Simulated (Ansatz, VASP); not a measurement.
# InSb: VASP beside Ansatz

```
CELL_PARAMETERS angstrom
0.00000 2.85965 2.85965
2.85965 0.00000 2.85965
2.85965 2.85965 0.00000
ATOMIC_POSITIONS crystal
In 0.00000 0.00000 0.00000
Sb 0.25000 0.25000 0.25000
```

Change from the starting cell: volume scaled by 0.64, LAPW.

Alike in both runs: task single point; functional PBE; k mesh 11 × 11 × 11; occupations fermi-dirac, width 0.1 eV; no spin polarisation.

|  | VASP | Ansatz |
| --- | --- | --- |
| version | VASP 6.6.1 | Ansatz 0.2.0 |
| potentials or method | VASP PAW PBE potentials, release 64 (In_d, Sb), cutoff 520 eV | all-electron LAPW, scalar-relativistic |

```csv
,VASP,Ansatz,Ansatz less VASP
pressure (GPa),47.3,47.4,+0.17
```

Both programs put the cell under a high pressure, so it lies far from rest at this level. Ansatz ran all-electron here, and VASP with PAW potentials.

Neither program's run includes spin-orbit coupling.
